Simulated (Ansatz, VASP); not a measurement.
**TiSnTe3 in VASP and in Ansatz**

INCAR

```
  PREC = Accurate
  ENCUT = 600
  EDIFF = 1E-6
  ISMEAR = 0
  SIGMA = 0.1
  LREAL = False
  LASPH = True
  NELM = 100
  ALGO = Normal
  ISIF = 3
  LWAVE = False
  LCHARG = False
  GGA = PE
  IBRION = 2
  NSW = 90
  EDIFFG = -0.04
```

File KPOINTS:

```
Automatic mesh
0
Gamma
  6 6 4
```

File POSCAR:

```
TiSnTe3
1.0
    5.3813328400      0.0000000000      0.0000000000
   -2.6906664200      4.6603709400      0.0000000000
    0.0000000000      0.0000000000      7.1539287900
Ti Sn Te
1 1 3
Direct
    0.0000000000      0.0000000000      0.0000000000
    0.0000000000      0.0000000000      0.5000000000
    0.5000000000      0.0000000000      0.0000000000
    0.0000000000      0.5000000000      0.0000000000
    0.5000000000      0.5000000000      0.0000000000
```

Input for Ansatz:

```yaml
crystal:
  lattice:
    - [5.38133284, 0.0, 0.0]
    - [-2.69066642, 4.66037094, 0.0]
    - [0.0, 0.0, 7.15392879]
  atoms:
    - { symbol: Ti, position: [0.0, 0.0, 0.0] }
    - { symbol: Sn, position: [0.0, 0.0, 0.5] }
    - { symbol: Te, position: [0.5, 0.0, 0.0] }
    - { symbol: Te, position: [0.0, 0.5, 0.0] }
    - { symbol: Te, position: [0.5, 0.5, 0.0] }
basis:
  ecutwfc: 420
kpoints:
  mp_grid: { grid: [6, 6, 4] }
hamiltonian:
  xc: pbe
scf:
  occupations: { method: gaussian, width: 0.1 }
  lower_state_search: "off"
output:
  forces: true
  stress: true
  eigenvalues: true
relax:
  adjacent_minimum: "off"
  f_tol: 0.04
  max_steps: 70
  cell: { stress_tol: 0.4 }
```

Alike in both runs: task relaxation of cell and atoms; functional PBE; k mesh 6 × 6 × 4; occupations gaussian, width 0.1 eV; no spin polarisation.

|  | VASP | Ansatz |
| --- | --- | --- |
| version | VASP 6.6.1 | Ansatz 0.2.0 |
| potentials or method | VASP PAW PBE potentials, release 64 (Ti_sv, Sn_d, Te), cutoff 600 eV | scalar-relativistic, plane waves, PAW |
| valence electrons in the cell | 44 | 74 |

VASP gave:

| Property | Result |
| --- | --- |
| gap on the k mesh at the Fermi level, each at its own relaxed structure (eV) | none |
| relaxed volume (Å³/atom) | 35.89 |
| relaxed cell length with the largest relative difference (Å) | 5.444 |

Which values does Ansatz return?

gap on the k mesh at the Fermi level, each at its own relaxed structure (eV): none; relaxed volume (Å³/atom): 35.96; relaxed cell length with the largest relative difference (Å): 5.451.

A gap of «none» marks a metal or a gap that the smearing closes. VASP's potentials hold 44 valence electrons a cell and Ansatz's 74, so a difference there can come from the potentials and not from the codes.

Neither program's run includes spin-orbit coupling.
